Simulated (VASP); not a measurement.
# CuAu: single point with PBE

CuAu, a sheet with vacuum:

```xyz
2
Lattice="3.5351 0.0000 0.0000 0.0000 3.5351 0.0000 0.0000 0.0000 23.8000" Properties=species:S:1:pos:R:3 pbc="T T T"
Cu    0.0000    0.0000    7.0000
Au    1.7676    1.7676    7.0000
```

```
Program                : VASP 6.6.1
Task                   : single point
Functional             : PBE
Potentials or basis    : VASP PAW PBE potentials, release 64 (Cu, Au)
Cutoff                 : 520 eV
k mesh                 : 16 × 16 × 1
Occupations            : gaussian, width 0.1 eV
Spin                   : no spin polarisation
Dipole correction      : yes
Further INCAR settings : ALGO = Normal; EDIFF = 1e-06; NBANDS = 18
```

```json
{
 "Band gap on the k mesh": "zero (band 11 reaches -2.52 eV, above the bottom of band 12 at -4.66 eV)"
}
```

Levels at points of the mesh, in eV from the Fermi level:
```tsv
k point	band 7	band 8	band 9	band 10	band 11	band 12	band 13	band 14	band 15	band 16
(0.00, 0.00, 0.00)	-1.00	-0.95	-0.95	-0.62	0.21	1.32	5.01	5.44	5.49	6.34
(0.50, 0.00, 0.00)	-1.91	-1.63	-1.35	-1.34	-1.21	-0.67	5.01	5.71	7.88	7.96
(0.50, 0.50, 0.00)	-1.41	-1.10	-0.81	-0.81	1.48	1.48	2.99	5.25	6.69	7.18
```

Wall time 2.9 min on 1 thread of AMD EPYC 9R45 96-Core Processor (Zen 5) (shared host), peak memory 0.52 GiB.

Caveat: spin-orbit coupling is left out, which moves the levels of the heavy elements.
